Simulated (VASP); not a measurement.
# Cu (P6_3/mmc) in VASP: relaxation of cell and atoms with LDA

Aim: the relaxation of cell and atoms of Cu with LDA.

All numbers are computed with VASP 6.6.1; they aren't measurements. Logs are shortened: lines on timing, memory, paths and dates and some standing lists are left out, and cuts for length are marked.

### Step 1. The cell of the first run

The structure is hexagonal, space group P6_3/mmc (No. 194). The conventional cell has a = 2.556 Å, b = 2.556 Å, c = 8.348 Å, α = 90.00°, β = 90.00°, γ = 120.00°. Cu (site symmetry -3m) has 12 Cu at 2.56 Å within 3.4 Å. Within 3.4 Å of Cu (site symmetry -6m2) lie 12 Cu at 2.56 Å.

This isn't the form of Cu at room conditions, which is fcc.

### Step 2. Relaxation of cell and atoms, LDA

INCAR

```
PREC = Accurate
ENCUT = 820
EDIFF = 1E-7
ISMEAR = -1
SIGMA = 0.1
LREAL = F
LASPH = T
NELM = 120
ALGO = Normal
ISIF = 3
LWAVE = F
LCHARG = F
GGA = CA
IBRION = 2
NSW = 80
EDIFFG = -0.01
GGA_COMPAT = F
NELMIN = 4
```

KPOINTS

```
regular mesh
0
Gamma
  14 14 4
```

POSCAR

```
Cu
1.0
    2.5561591618      0.0000000000      0.0000000000
   -1.2780795809      2.2136987702      0.0000000000
    0.0000000000      0.0000000000      8.3484158223
Cu
4
Direct
    0.0000000000      0.0000000000      0.0000000000
    0.0000000000      0.0000000000      0.5000000000
    0.3333333333      0.6666666667      0.2500000000
    0.6666666667      0.3333333333      0.7500000000
```

Potentials or basis: VASP PAW LDA potentials, release 64 (Cu_sv_GW).

On the command line:

```bash
cat potpaw_LDA.64/Cu_sv_GW/POTCAR > POTCAR
mpirun -np 1 vasp_std > vasp.out
```

OUTCAR:

```text
PREC = Accurate
   ENCUT = 820
   EDIFF = 1E-7
   ISMEAR = -1
   LREAL = F
   LASPH = T
   NELM = 120
   ISIF = 3
   GGA = CA
   IBRION = 2
   NSW = 80
   EDIFFG = -0.01
   NELMIN = 4

 ion  position               nearest neighbor table
   1  0.000  0.000  0.000-   3 2.56   4 2.56   3 2.56   4 2.56   4 2.56   3 2.56
   2  0.000  0.000  0.500-   3 2.56   4 2.56   3 2.56   4 2.56   4 2.56   3 2.56
   3  0.333  0.667  0.250-   1 2.56   2 2.56   1 2.56   2 2.56   1 2.56   2 2.56
   4  0.667  0.333  0.750-   1 2.56   2 2.56   1 2.56   2 2.56   1 2.56   2 2.56

  LATTYP: Found a hexagonal cell.
 ALAT       =     2.5561591618
 C/A-ratio  =     3.2659999999

  Lattice vectors:

 A1 = (   2.5561591618,   0.0000000000,   0.0000000000)
 A2 = (  -1.2780795809,   2.2136987702,   0.0000000000)
 A3 = (   0.0000000000,   0.0000000000,   8.3484158223)

Analysis of symmetry for initial positions (statically):
=====================================================================
 Subroutine PRICEL returns:
 Original cell was already a primitive cell.

 Routine SETGRP: Setting up the symmetry group for a
 hexagonal supercell.

 Subroutine GETGRP returns: Found 24 space group operations
 (whereof 12 operations were pure point group operations)
 out of a pool of 24 trial point group operations.

The static configuration has the point symmetry D_3d.
 The point group associated with its full space group is D_6h.

Analysis of symmetry for dynamics (positions and initial velocities):
=====================================================================
 Subroutine PRICEL returns:
 Original cell was already a primitive cell.

 Routine SETGRP: Setting up the symmetry group for a
 hexagonal supercell.

 Subroutine GETGRP returns: Found 24 space group operations
 (whereof 12 operations were pure point group operations)
 out of a pool of 24 trial point group operations.

The dynamic configuration has the point symmetry D_3d.
 The point group associated with its full space group is D_6h.

 Subroutine INISYM returns: Found 24 space group operations
 (whereof 12 operations are pure point group operations),
 and found     1 'primitive' translations

----------------------------------------------------------------------------------------

                                     Primitive cell

  volume of cell :      47.2401

  direct lattice vectors                    reciprocal lattice vectors
     2.556159162  0.000000000  0.000000000     0.391211946  0.225866322  0.000000000
[... 99 lines left out ...]
   TEBEG  =    0.0;   TEEND  =   0.0 temperature during run
   PSTRESS=    0.0 pullay stress
   NELECT =      76.0000    total number of electrons
   NUPDOWN=      -1.0000    fix difference up-down
   EMIN   =  10.00;   EMAX   =-10.00  energy-range for DOS
   EFERMI =   0.00;   METHOD = LEGACY
   ISMEAR =    -1;   SIGMA  =   0.10  broadening in eV -4-tet -1-fermi 0-gaus
   EFERMI_NEDOS =   21; number of points for ismear=-14 and -15
   IALGO  =     38    algorithm
   IMIX   =      4    mixing-type and parameters
     AMIX     =   0.40;   BMIX     =  1.00
     AMIX_MAG =   1.60;   BMIX_MAG =  1.00
  volume/ion in A,a.u.               =      11.81        79.70
  Fermi-wavevector in a.u.,A,eV,Ry     =   1.918268  3.625000 50.066048  3.679751
  Thomas-Fermi vector in A             =   2.953306
   LORBIT       =      0    0 simple, 1 ext, 2 COOP (PROOUT), +10 PAW based schemes
   GGA     = CA    functional components
   LHFCALC =     F    Hartree Fock is set to
   AEXX    =    0.0000 exact exchange contribution
   IVDW    =     0    specifies the selected vdW correction
   LEPSILON=     F    determine dielectric tensor
   LRPA    =     F    only Hartree local field effects (RPA)
 conjugate gradient relaxation of ions
 non-spin polarized calculation
  energy-cutoff  :      820.00
  volume of cell :       47.24
 maximum number of plane-waves:      2550
 NGX is ok and might be reduce to    24
   NGX = 11   NGY = 11   NGZ = 39

--------------------------------------- Ionic step        1  -------------------------------------------

 number of electron      76.0000020 magnetization

 Free energy of the ion-electron system (eV)
  ---------------------------------------------------
  ext. energy  EPLUGINS =         0.00000000
  ---------------------------------------------------
  free energy    TOTEN  =       -19.29933225 eV

  energy without entropy =      -19.25340859  energy(sigma->0) =      -19.27637042

------------------------ aborting loop because EDIFF is reached ----------------------------------------

  FORCE on cell =-STRESS in cart. coord.  units (eV):
  Direction    XX          YY          ZZ          XY          YZ          ZX
  --------------------------------------------------------------------------------------
  -------------------------------------------------------------------------------------
  Total       -3.9924320     -3.9924320     -3.9996848      0.0000000     -0.0000000     -0.0000000
  in kB     -135.4059089   -135.4059089   -135.6518927      0.0000000     -0.0000000     -0.0000000
  external PRESSURE =    -135.4879035 kB  Pullay stress =       0.0000000 kB
[... 177 lines left out ...]
--------------------------------------- Ionic step        6  -------------------------------------------

 number of electron      75.9999999 magnetization

 Free energy of the ion-electron system (eV)
  ---------------------------------------------------
  ext. energy  EPLUGINS =         0.00000000
  ---------------------------------------------------
  free energy    TOTEN  =       -19.46401709 eV

  energy without entropy =      -19.41908476  energy(sigma->0) =      -19.44155092

 E-fermi :   8.1826     XC(G=0): -14.3547

 val. band max:        8.1825432064   @ k =   0.4286   0.0000   0.0000
 cond. band min:       8.2305067151   @ k =   0.5000   0.0000   0.5000
 fundamental gap:      0.0479635087
 Fermi energy:         8.1826496136

 k-point     1 :       0.0000    0.0000    0.0000
  band No.  band energies     occupation
      1    -103.4805      2.00000
      2    -103.4742      2.00000
      3    -103.4622      2.00000
      4    -103.4557      2.00000
      5     -61.5056      2.00000
      6     -61.4343      2.00000
[... 1141 lines left out ...]
     44      15.6923      0.00000
     45      16.0948      0.00000

 [... further k-points ...]

------------------------ aborting loop because EDIFF is reached ----------------------------------------

  FORCE on cell =-STRESS in cart. coord.  units (eV):
  Direction    XX          YY          ZZ          XY          YZ          ZX
  --------------------------------------------------------------------------------------
  -------------------------------------------------------------------------------------
  Total       -0.0007665     -0.0007665      0.0124457     -0.0000000      0.0000000      0.0000000
  in kB       -0.0281773     -0.0281773      0.4575456     -0.0000000      0.0000000      0.0000000
  external PRESSURE =       0.1337304 kB  Pullay stress =       0.0000000 kB
[... 19 lines left out ...]
  FREE ENERGIE OF THE ION-ELECTRON SYSTEM (eV)
  ---------------------------------------------------
  free  energy   TOTEN  =       -19.4640170855 eV

  energy  without entropy=      -19.4190847608  energy(sigma->0) =      -19.44155092

 reached required accuracy - stopping structural energy minimisation
```

OSZICAR:

```text
N       E                     dE             d eps       ncg     rms          rms(c)
[... 68 lines left out ...]
DAV:   2    -0.194645356172E+02    0.86194E-03   -0.11867E-02  8552   0.568E+00    0.115E-01
DAV:   3    -0.194640700497E+02    0.46557E-03   -0.24263E-03  8408   0.254E+00    0.622E-02
DAV:   4    -0.194640211137E+02    0.48936E-04   -0.14906E-04 11944   0.699E-01    0.157E-02
DAV:   5    -0.194640182826E+02    0.28311E-05   -0.25300E-05 10160   0.468E-01    0.719E-03
DAV:   6    -0.194640173124E+02    0.97025E-06   -0.10058E-05 11416   0.868E-02    0.407E-03
DAV:   7    -0.194640171993E+02    0.11311E-06   -0.38619E-07  5324   0.318E-02    0.154E-03
DAV:   8    -0.194640170779E+02    0.12135E-06   -0.19993E-07  4440   0.208E-02    0.581E-04
DAV:   9    -0.194640170855E+02   -0.76434E-08   -0.54987E-08  4098   0.120E-02
   6 F= -.19464017E+02 E0= -.19441551E+02  d E =-.105851E-04
```

Run time: 12 min. Hardware: 1 thread of Intel Xeon 6975P-C (Granite Rapids), shared host; peak memory 0.35 GiB.

What came out:

- Free energy: -19.4640 eV
- Relaxed volume: 10.90 Å³/atom
- Relaxed cell: a = 2.488 Å, b = 2.488 Å, c = 8.127 Å, α = 90.00°, β = 90.00°, γ = 120.00°
- Space group after relaxing (to 0.1 Å): P6_3/mmc (No. 194)
- Energy gained by relaxing: 41.2 meV/atom
- Ionic steps: 6
- Pressure after relaxing: 0.0 GPa
- Band gap on the k mesh: zero (bands 38 and 39 overlap by 4.84 eV)

Step by step:
```tsv
step	energy change (eV)	largest force (eV/Å)	pressure (GPa)	volume (Å³)
1	0.0000	0.0000	-13.55	47.24
2	-0.0346	0.0000	15.60	40.74
3	-0.1647	0.0000	-0.30	43.62
4	-0.1647	0.0000	0.15	43.55
5	-0.1647	0.0000	-0.22	43.61
6	-0.1647	0.0000	0.01	43.58
```

Final structure:
```
Cu
1.0
     2.48832    0.00000    0.00000
    -1.24416    2.15495    0.00000
     0.00000    0.00000    8.12743
Cu
4
Direct
  0.00000 0.00000 0.00000
  0.00000 0.00000 0.50000
  0.33333 0.66667 0.25000
  0.66667 0.33333 0.75000
```

The gap in the log of VASP goes by the Fermi energy; the results here count the filled bands.